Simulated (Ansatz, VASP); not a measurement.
## ZnO: VASP beside Ansatz

```
Zn O
1.0
     3.33063    0.00000    0.00000
    -1.66532    2.88441    0.00000
     0.00000    0.00000    5.20380
Zn O
2 2
Direct
  0.33333 0.66667 0.00000
  0.66667 0.33333 0.50000
  0.33333 0.66667 0.38210
  0.66667 0.33333 0.88210
```

Change from the starting cell: strain +0.025 along x and y, +0.000 along z, atoms carried along.

Alike in both runs: task single point; functional PBEsol; k mesh 9 × 9 × 6; occupations gaussian, width 0.05 eV; no spin polarisation.

|  | VASP | Ansatz |
| --- | --- | --- |
| version | VASP 6.6.1 | Ansatz 0.2.0 |
| potentials or method | VASP PAW PBE potentials, release 64 (Zn, O), cutoff 520 eV | scalar-relativistic, plane waves, PAW |
| valence electrons in the cell | 36 | 36 |

```tsv
	VASP	Ansatz	Ansatz less VASP
gap on the k mesh at the Fermi level (eV)	0.64	0.66	+0.017
least direct gap on the mesh (eV)	0.64	0.66	+0.017
pressure (GPa)	-6.8	-7.5	-0.75
traceless stress, the component that is largest in VASP (GPa)	3.45	3.35	-0.106
rms of the force components (eV/Å)	0.077	0.070	-0.0071
```

VASP's potentials were made for PBE, not for PBEsol. Atom by atom the forces differ by 0.007 eV/Å (rms over components). With one functional, cell and mesh, what is left measures potentials, basis and numerics.
